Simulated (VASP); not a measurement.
Write the native input for VASP 6.6.1 that does the following.

| Item | Value |
| --- | --- |
| Task | single point |
| Functional | r2SCAN |
| Potentials or basis | VASP PAW PBE potentials, release 64 (Sn_d, O) |
| Cutoff | 520 eV |
| k mesh | 8 × 6 × 3 |
| Occupations | gaussian, width 0.05 eV |
| Spin | no spin polarisation |
| Dipole correction | no |
| Further INCAR settings | ALGO = Normal; EDIFF = 1e-06; NBANDS = 64 |

Crystal: SnO2.

```xyz
12
Lattice="0.0000 0.0000 -3.2007 -4.7598 0.0000 0.0000 -2.3799 9.5201 0.0000" Properties=species:S:1:pos:R:3 pbc="T T T"
Sn   -2.3799    1.9183   -1.6004
Sn   -2.3799    6.6784   -1.6004
Sn    0.0000    4.2983   -3.2007
Sn    0.0000    9.0584   -3.2007
O    -3.3040    0.9947    0.0000
O    -3.3040    5.7547    0.0000
O    -0.9241    0.4619   -1.6004
O    -0.9241    5.2220   -1.6004
O    -3.8358    3.3747   -1.6004
O    -3.8358    8.1347   -1.6004
O    -1.4558    2.8420   -3.2007
O    -1.4558    7.6020   -3.2007
```

The input as run:

POSCAR

```
SnO2
1.0
    0.0000000000      0.0000000000     -3.2007107590
   -4.7598182097      0.0000000000      0.0000000000
   -2.3799091048      9.5201150501      0.0000000000
Sn O
4 8
Direct
    0.5000000000      0.3992500000      0.2015000000
    0.5000000000      0.1492500000      0.7015000000
    1.0000000000     -0.2257500000      0.4515000000
    1.0000000000     -0.4757500000      0.9515000000
    0.0000000000      0.6418980803      0.1044791092
    0.0000000000      0.3918980803      0.6044791092
    0.5000000000      0.1698771895      0.0485208908
    0.5000000000     -0.0801228105      0.5485208908
    0.5000000000      0.6286228105      0.3544791092
    0.5000000000      0.3786228105      0.8544791092
    1.0000000000      0.1566019197      0.2985208908
    1.0000000000     -0.0933980803      0.7985208908
```

INCAR.step1

```
SYSTEM = SnO2
ALGO     = Normal         ! electronic algorithm
EDIFF    = 1E-4           ! SCF threshold, eV
ENCUT    = 520            ! plane-wave cutoff, eV
GGA      = PE             ! functional
ISMEAR   = 0              ! smearing method
LASPH    = .True.         ! aspherical terms in the spheres
LCHARG   = .False.        ! write CHGCAR
LREAL    = .False.        ! projectors in reciprocal space
LWAVE    = .True.         ! write WAVECAR
NBANDS   = 64             ! bands
NELM     = 60             ! most SCF steps
PREC     = Accurate       ! precision mode
SIGMA    = 0.05           ! smearing width, eV
```

INCAR.step2

```
SYSTEM = SnO2
ALGO     = Normal         ! electronic algorithm
EDIFF    = 1E-6           ! SCF threshold, eV
ENCUT    = 520            ! plane-wave cutoff, eV
ISIF     = 2              ! what is computed and relaxed
ISMEAR   = 0              ! smearing method
ISTART   = 1            
LASPH    = .True.         ! aspherical terms in the spheres
LCHARG   = .False.        ! write CHGCAR
LMIXTAU  = .True.       
LREAL    = .False.        ! projectors in reciprocal space
LWAVE    = .False.        ! write WAVECAR
METAGGA  = R2SCAN         ! meta-GGA
NBANDS   = 64             ! bands
NELM     = 60             ! most SCF steps
PREC     = Accurate       ! precision mode
SIGMA    = 0.05           ! smearing width, eV
```

KPOINTS

```
k-points
0
Gamma
  8 6 3
  0 0 0
```

Potentials or basis: VASP PAW PBE potentials, release 64 (Sn_d, O).

The run is started by

```sh
$ cat potpaw_PBE.64/Sn_d/POTCAR potpaw_PBE.64/O/POTCAR > POTCAR
$ cp INCAR.step1 INCAR
$ mpirun -np 1 vasp_std > vasp.out
$ cp INCAR.step2 INCAR
$ mpirun -np 1 vasp_std > vasp.out
```

It gave:

| Item | Value |
| --- | --- |
| Pressure | 15.2 GPa |
| Largest force | 13.833 eV/Å |
| Band gap on the k mesh | zero (bands 52 and 53 overlap by 0.17 eV) |

Caveat: the cell stands under pressure; semilocal functionals underestimate gaps, so a narrow gap can read as zero; the PAW data sets were made with another functional, which shifts forces and pressure a little; spin-orbit coupling is left out, which moves the levels of the heavy elements.

It took 18 min on 1 thread of Oxide Virtual Turin-like Processor, with other jobs on the host, peak memory 0.45 GiB.
